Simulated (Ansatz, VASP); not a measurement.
**One calculation of Hf3O2, two programs**

```xyz
5
Lattice="1.5839 0.9144 8.1580 -1.5839 0.9144 8.1580 0.0000 -1.8289 8.1580" Properties=species:S:1:pos:R:3 pbc="T T T"
Hf    0.0000    0.0000    0.0000
Hf    0.0000    0.0000    5.2934
Hf    0.0000    0.0000   19.1805
O     0.0000    0.0000    9.6367
O     0.0000    0.0000   14.8372
```

Alike in both runs: functional PBE; k mesh 12 × 12 × 12; occupations gaussian, width 0.1 eV; no spin polarisation.

Ansatz relaxed the structure, and its values are those at the end. VASP's run is a single point on that final structure, the one shown.

|  | VASP | Ansatz |
| --- | --- | --- |
| version | VASP 6.6.1 | Ansatz 0.2.0 |
| potentials or method | VASP PAW PBE potentials, release 64 (Hf_pv, O), cutoff 520 eV | scalar-relativistic, plane waves, PAW |
| valence electrons in the cell | 42 | 90 |

|  | VASP | Ansatz | Ansatz less VASP |
| --- | --- | --- | --- |
| gap on the k mesh at the Fermi level (eV) | none | none | - |
| pressure (GPa) | -1.9 | 0.0 | +1.95 |
| rms of the force components (eV/Å) | 0.037 | 0.000 | -0.0367 |

A gap of «none» marks a metal or a gap that the smearing closes. VASP's potentials hold 42 valence electrons a cell and Ansatz's 90, so a difference there can come from the potentials and not from the codes.

Spin-orbit coupling is off throughout.
